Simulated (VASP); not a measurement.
PbF2, 6 atoms in the cell. It takes space group Fm-3m (No. 225, cubic). The conventional cell has a = 5.892 Å, b = 5.892 Å, c = 5.892 Å, α = 90.00°, β = 90.00°, γ = 90.00°. Within 3.4 Å of Pb (site symmetry m-3m) lie 8 F at 2.55 Å. F (site symmetry -43m) has 4 Pb at 2.55 Å and 6 F at 2.95 Å within 3.4 Å. 

```yaml
Program: VASP 6.6.1
Task: single point
Functional: HSE06
Potentials_or_basis: VASP PAW PBE potentials, release 64 (Pb_d, F)
Cutoff: 520 eV
k_mesh: 2 × 4 × 4
Occupations: gaussian, width 0.01 eV
Spin: no spin polarisation
Dipole_correction: no
Grid_for_exact_exchange_PRECFOCK: Normal
Further_INCAR_settings: ALGO = Normal; EDIFF = 1e-06; NBANDS = 37
Share_of_exact_exchange: 0.25
Screening_parameter: 0.2079 1/Å
```

Potentials or basis: VASP PAW PBE potentials, release 64 (Pb_d, F).

Command:

```bash
$ cat potpaw_PBE.64/Pb_d/POTCAR potpaw_PBE.64/F/POTCAR > POTCAR
$ cp INCAR.step1 INCAR
$ mpirun -np 4 vasp_std > vasp.out
$ cp INCAR.step2 INCAR
$ mpirun -np 4 vasp_std > vasp.out
```

Hardware: 4 MPI ranks on AMD EPYC 7R43 64-Core Processor (Zen 3), on a shared host.

Task: How long does it take, and how much memory?

Result: Run time: 31 min on 4 MPI ranks on AMD EPYC 7R43 64-Core Processor (Zen 3) (shared host), peak memory 0.34 GiB a rank. Counts: k points 14.
